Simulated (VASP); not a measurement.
# BiS7 (P4/mmm) in VASP: relaxation of cell and atoms with PBE

Aim: the relaxation of cell and atoms of BiS7 with PBE.

All numbers are computed with VASP 6.6.1; they aren't measurements. Logs are shortened: lines on timing, memory, paths and dates and some standing lists are left out, and cuts for length are marked.

## Step 1: The cell of the first run

The structure is tetragonal, space group P4/mmm (No. 123). The conventional cell has a = 3.820 Å, b = 3.820 Å, c = 11.256 Å, α = 90.00°, β = 90.00°, γ = 90.00°. Bi (site symmetry 4/mmm) has 6 S at 2.70 to 3.10 Å within 3.6 Å. Within 3.2 Å of S (site symmetry 4mm) lie 5 S at 2.41 to 2.70 Å. S (site symmetry 4/mmm) has 4 Bi at 2.70 Å and 2 S at 3.22 Å within 3.6 Å. S (site symmetry 4mm) has 5 S at 2.53 to 2.70 Å and 1 Bi at 3.10 Å within 3.3 Å. Within 3.3 Å of S (site symmetry 4/mmm) lie 6 S at 2.53 to 2.70 Å. Within 3.2 Å of S (site symmetry 4/mmm) lie 6 S at 2.41 to 2.70 Å.

## Step 2: Relaxation of cell and atoms, PBE

File INCAR:

```
SYSTEM = BiS7
  PREC = Accurate
  ENCUT = 600
  EDIFF = 1E-7
  ISMEAR = 0
  SIGMA = 0.1
  LREAL = .FALSE.
  LASPH = .TRUE.
  NELM = 60
  ALGO = Normal
  ISIF = 3
  LWAVE = .FALSE.
  LCHARG = .FALSE.
  GGA = PE
  IBRION = 2
  NSW = 100
  EDIFFG = -0.01
```

File KPOINTS:

```
Automatic mesh
0
G
  8 8 4
  0 0 0
```

File POSCAR:

```
BiS7
1.0
    3.8201550729      0.0000000000      0.0000000000
    0.0000000000      3.8201550729      0.0000000000
    0.0000000000      0.0000000000     11.2557617855
Bi S
1 7
Direct
    0.0000000000      0.0000000000      0.0000000000
    0.5000000000      0.5000000000      0.2861314347
    0.5000000000      0.5000000000      0.7138685653
    0.5000000000      0.5000000000      0.0000000000
    0.0000000000      0.0000000000      0.2755399564
    0.0000000000      0.0000000000      0.7244600436
    0.0000000000      0.0000000000      0.5000000000
    0.5000000000      0.5000000000      0.5000000000
```

Potentials or basis: VASP PAW PBE potentials, release 64 (Bi_d, S).

The run is started by

```bash
$ cat potpaw_PBE.64/Bi_d/POTCAR potpaw_PBE.64/S/POTCAR > POTCAR
$ mpirun -np 1 vasp_std > vasp.out
```

OUTCAR:

```text
SYSTEM = BiS7
   PREC = Accurate
   ENCUT = 600
   EDIFF = 1E-7
   ISMEAR = 0
   LREAL = .FALSE.
   LASPH = .TRUE.
   NELM = 60
   ISIF = 3
   GGA = PE
   IBRION = 2
   NSW = 100
   EDIFFG = -0.01

 ion  position               nearest neighbor table
   1  0.000  0.000  0.000-   4 2.70   4 2.70   4 2.70   4 2.70   6 3.10   5 3.10
   2  0.500  0.500  0.286-   8 2.41   5 2.70   5 2.70   5 2.70   5 2.70
   3  0.500  0.500  0.714-   8 2.41   6 2.70   6 2.70   6 2.70   6 2.70
   4  0.500  0.500  0.000-   1 2.70   1 2.70   1 2.70   1 2.70
   5  0.000  0.000  0.276-   7 2.53   2 2.70   2 2.70   2 2.70   2 2.70   1 3.10
   6  0.000  0.000  0.724-   7 2.53   3 2.70   3 2.70   3 2.70   3 2.70   1 3.10
   7  0.000  0.000  0.500-   5 2.53   6 2.53   8 2.70   8 2.70   8 2.70   8 2.70
   8  0.500  0.500  0.500-   2 2.41   3 2.41   7 2.70   7 2.70   7 2.70   7 2.70

  LATTYP: Found a simple tetragonal cell.
 ALAT       =     3.8201550729
 C/A-ratio  =     2.9464148891

  Lattice vectors:

 A1 = (   3.8201550729,   0.0000000000,   0.0000000000)
 A2 = (   0.0000000000,   3.8201550729,   0.0000000000)
 A3 = (   0.0000000000,   0.0000000000,  11.2557617855)

Analysis of symmetry for initial positions (statically):
=====================================================================
 Subroutine PRICEL returns:
 Original cell was already a primitive cell.

 Routine SETGRP: Setting up the symmetry group for a
 simple tetragonal supercell.

 Subroutine GETGRP returns: Found 16 space group operations
 (whereof 16 operations were pure point group operations)
 out of a pool of 16 trial point group operations.

The static configuration has the point symmetry D_4h.

Analysis of symmetry for dynamics (positions and initial velocities):
=====================================================================
 Subroutine PRICEL returns:
 Original cell was already a primitive cell.

 Routine SETGRP: Setting up the symmetry group for a
 simple tetragonal supercell.

 Subroutine GETGRP returns: Found 16 space group operations
 (whereof 16 operations were pure point group operations)
 out of a pool of 16 trial point group operations.

The dynamic configuration has the point symmetry D_4h.

 Subroutine INISYM returns: Found 16 space group operations
 (whereof 16 operations are pure point group operations),
 and found     1 'primitive' translations

----------------------------------------------------------------------------------------

                                     Primitive cell

  volume of cell :     164.2619

  direct lattice vectors                    reciprocal lattice vectors
     3.820155073  0.000000000  0.000000000     0.261769478  0.000000000  0.000000000
     0.000000000  3.820155073  0.000000000     0.000000000  0.261769478  0.000000000
     0.000000000  0.000000000 11.255761786     0.000000000  0.000000000  0.088843387

  length of vectors
     3.820155073  3.820155073 11.255761786     0.261769478  0.261769478  0.088843387

  position of ions in fractional coordinates (direct lattice)
     0.000000000  0.000000000  0.000000000
     0.500000000  0.500000000  0.286131435
     0.500000000  0.500000000  0.713868565
     0.500000000  0.500000000  0.000000000
     0.000000000  0.000000000  0.275539956
     0.000000000  0.000000000  0.724460044
     0.000000000  0.000000000  0.500000000
     0.500000000  0.500000000  0.500000000

  ion indices of the primitive-cell ions
   primitive index   ion index
                 1           1
                 2           2
                 3           3
                 4           4
                 5           5
                 6           6
                 7           7
                 8           8

----------------------------------------------------------------------------------------

 KPOINTS: Automatic mesh

Automatic generation of k-mesh.
 Grid dimensions read from file:
 generate k-points for:    8    8    4

 Generating k-lattice:

  Cartesian coordinates                     Fractional coordinates (reciprocal lattice)
     0.032721185  0.000000000  0.000000000     0.125000000  0.000000000  0.000000000
     0.000000000  0.032721185  0.000000000     0.000000000  0.125000000  0.000000000
     0.000000000  0.000000000  0.022210847     0.000000000  0.000000000  0.250000000

  Length of vectors
     0.032721185  0.032721185  0.022210847

  Shift w.r.t. Gamma in fractional coordinates (k-lattice)
     0.000000000  0.000000000  0.000000000

 Subroutine IBZKPT returns following result:
 ===========================================

 Found     45 irreducible k-points:

 Following reciprocal coordinates:
            Coordinates               Weight
  0.000000  0.000000  0.000000      1.000000
  0.125000  0.000000  0.000000      4.000000
  0.250000  0.000000  0.000000      4.000000
  0.375000  0.000000  0.000000      4.000000
  0.500000  0.000000  0.000000      2.000000
  0.125000  0.125000  0.000000      4.000000
[... 16 lines left out ...]
  0.375000  0.125000  0.250000     16.000000
  0.500000  0.125000  0.250000      8.000000
 [... further k-points ...]
   k-points           NKPTS =     45   k-points in BZ     NKDIM =     45   number of bands    NBANDS=     34
   number of dos      NEDOS =    301   number of ions     NIONS =      8
   total plane-waves  NPLWV =  92160
   dimension x,y,z NGX =    32 NGY =   32 NGZ =   90
   dimension x,y,z NGXF=    64 NGYF=   64 NGZF=  180
   ions per type =               1   7
   NGX,Y,Z   is equivalent  to a cutoff of  13.93, 13.93, 13.29 a.u.
   NGXF,Y,Z  is equivalent  to a cutoff of  27.85, 27.85, 26.59 a.u.
 SYSTEM =  BiS7
   PREC   = accura    normal or accurate (medium, high low for compatibility)
   ISTART =      0    job   : 0-new  1-cont  2-samecut
   ICHARG =      2    charge: 1-file 2-atom 10-const
   ISPIN  =      1    spin polarized calculation?
   LNONCOLLINEAR =      F non collinear calculations
   LSORBIT =      F    spin-orbit coupling
   LASPH  =      T    aspherical Exc in radial PAW
   ENCUT  =  600.0 eV  44.10 Ry    6.64 a.u.   7.63  7.63 22.48*2*pi/ulx,y,z
   NELM   =     60;   NELMIN=  2; NELMDL= -5     # of ELM steps
   EDIFF  = 0.1E-06   stopping-criterion for ELM
   LREAL  =      F    real-space projection
   EDIFFG = -.1E-01   stopping-criterion for IOM
   NSW    =    100    number of steps for IOM
   IBRION =      2    ionic relax: 0-MD 1-quasi-New 2-CG
   NFREE  =      1    steps in history (QN), initial steepest desc. (CG)
   ISIF   =      3    stress and relaxation
   ISYM   =      2    0-nonsym 1-usesym 2-fastsym
   POTIM  = 0.5000    time-step for ionic-motion
   TEBEG  =    0.0;   TEEND  =   0.0 temperature during run
   PSTRESS=    0.0 pullay stress
   NELECT =      57.0000    total number of electrons
   NUPDOWN=      -1.0000    fix difference up-down
   EMIN   =  10.00;   EMAX   =-10.00  energy-range for DOS
   EFERMI =   0.00;   METHOD = LEGACY
   ISMEAR =     0;   SIGMA  =   0.10  broadening in eV -4-tet -1-fermi 0-gaus
   EFERMI_NEDOS =   21; number of points for ismear=-14 and -15
   IALGO  =     38    algorithm
   IMIX   =      4    mixing-type and parameters
     AMIX     =   0.40;   BMIX     =  1.00
     AMIX_MAG =   1.60;   BMIX_MAG =  1.00
  volume/ion in A,a.u.               =      20.53       138.56
  Fermi-wavevector in a.u.,A,eV,Ry     =   1.150414  2.173967 18.006663  1.323452
  Thomas-Fermi vector in A             =   2.287078
   LORBIT       =      0    0 simple, 1 ext, 2 COOP (PROOUT), +10 PAW based schemes
   GGA     = PE    functional components
   LHFCALC =     F    Hartree Fock is set to
   AEXX    =    0.0000 exact exchange contribution
   IVDW    =     0    specifies the selected vdW correction
   LEPSILON=     F    determine dielectric tensor
   LRPA    =     F    only Hartree local field effects (RPA)
 conjugate gradient relaxation of ions
 non-spin polarized calculation
 Gauss-broadening in eV      SIGMA  =   0.10
  energy-cutoff  :      600.00
  volume of cell :      164.26
 maximum number of plane-waves:      5505
 NGX is ok and might be reduce to    32
   NGX = 15   NGY = 15   NGZ = 45

--------------------------------------- Ionic step        1  -------------------------------------------

 number of electron      57.0000000 magnetization

 Free energy of the ion-electron system (eV)
  ---------------------------------------------------
  ext. energy  EPLUGINS =         0.00000000
  ---------------------------------------------------
  free energy    TOTEN  =       -29.14298120 eV

  energy without entropy =      -29.12466283  energy(sigma->0) =      -29.13382202

------------------------ aborting loop because EDIFF is reached ----------------------------------------

  FORCE on cell =-STRESS in cart. coord.  units (eV):
  Direction    XX          YY          ZZ          XY          YZ          ZX
  --------------------------------------------------------------------------------------
  -------------------------------------------------------------------------------------
  Total        0.2902574      0.2902574     -3.1732391      0.0000000      0.0000000      0.0000000
  in kB        2.8311113      2.8311113    -30.9511289      0.0000000      0.0000000      0.0000000
  external PRESSURE =      -8.4296355 kB  Pullay stress =       0.0000000 kB
[... 237 lines left out ...]
  energy  without entropy=      -29.1590187961  energy(sigma->0) =      -29.17011766

--------------------------------------- Ionic step        7  -------------------------------------------

 number of electron      57.0000000 magnetization

 Free energy of the ion-electron system (eV)
  ---------------------------------------------------
  ext. energy  EPLUGINS =         0.00000000
  ---------------------------------------------------
  free energy    TOTEN  =       -29.18162090 eV

  energy without entropy =      -29.15943177  energy(sigma->0) =      -29.17052634

 E-fermi :   6.2700     XC(G=0): -10.1031

 val. band max:        6.2695527694   @ k =   0.2500   0.0000   0.0000
 cond. band min:       6.2731860374   @ k =   0.3750   0.2500   0.5000
 fundamental gap:      0.0036332680
 Fermi energy:         6.2700154178

 k-point     1 :       0.0000    0.0000    0.0000
  band No.  band energies     occupation
      1     -17.4493      2.00000
      2     -17.4061      2.00000
      3     -17.3553      2.00000
      4     -17.3106      2.00000
      5     -17.3106      2.00000
      6     -10.0314      2.00000
[... 877 lines left out ...]
     33       6.8060      0.00000
     34       7.4721      0.00000

 [... further k-points ...]

------------------------ aborting loop because EDIFF is reached ----------------------------------------

  FORCE on cell =-STRESS in cart. coord.  units (eV):
  Direction    XX          YY          ZZ          XY          YZ          ZX
  --------------------------------------------------------------------------------------
  -------------------------------------------------------------------------------------
  Total        0.0544634      0.0544634      0.0322868      0.0000000      0.0000000      0.0000000
  in kB        0.5392236      0.5392236      0.3196606      0.0000000      0.0000000      0.0000000
  external PRESSURE =       0.4660360 kB  Pullay stress =       0.0000000 kB
[... 23 lines left out ...]
  FREE ENERGIE OF THE ION-ELECTRON SYSTEM (eV)
  ---------------------------------------------------
  free  energy   TOTEN  =       -29.1816209010 eV

  energy  without entropy=      -29.1594317701  energy(sigma->0) =      -29.17052634

 reached required accuracy - stopping structural energy minimisation
```

It took 9 min on 1 thread of Intel Xeon 6975P-C (Granite Rapids), shared host; peak memory 0.46 GiB.

Results:

```
Free energy                            : -29.1816 eV
Relaxed volume                         : 20.23 Å³/atom
Relaxed cell                           : a = 3.830 Å, b = 3.830 Å, c = 11.033 Å, α = 90.00°, β = 90.00°, γ = 90.00°
Space group after relaxing (to 0.05 Å) : P4/mmm (No. 123)
Energy gained by relaxing              : 4.8 meV/atom
Ionic steps                            : 7
Pressure after relaxing                : 0.0 GPa
Largest force after relaxing           : 0.007 eV/Å
```

Forces in eV/Å, atoms in the order of the input:
```
Bi   0.000  0.000  0.000
S    0.000  0.000  0.007
S    0.000  0.000 -0.007
S    0.000  0.000  0.000
S    0.000  0.000 -0.002
S    0.000  0.000  0.002
S    0.000  0.000  0.000
S    0.000  0.000  0.000
```

The path:
```tsv
step	energy change (eV)	largest force (eV/Å)	pressure (GPa)	volume (Å³)
1	0.0000	0.2576	-0.84	164.26
2	-0.0342	0.1760	0.20	161.68
3	-0.0343	0.1703	0.18	161.74
4	-0.0376	0.0837	-0.03	162.09
5	-0.0382	0.0162	-0.19	162.37
6	-0.0382	0.0258	-0.17	162.33
7	-0.0386	0.0069	0.05	161.83
```

Final structure:
```
Bi S
1.0
     3.82983    0.00000    0.00000
     0.00000    3.82983    0.00000
     0.00000    0.00000   11.03287
Bi S
1 7
Direct
  0.00000 0.00000 0.00000
  0.50000 0.50000 0.28498
  0.50000 0.50000 0.71502
  0.50000 0.50000 0.00000
  0.00000 0.00000 0.27786
  0.00000 0.00000 0.72214
  0.00000 0.00000 0.50000
  0.50000 0.50000 0.50000
```

Caveat: spin-orbit coupling is left out, which moves the levels of the heavy elements.
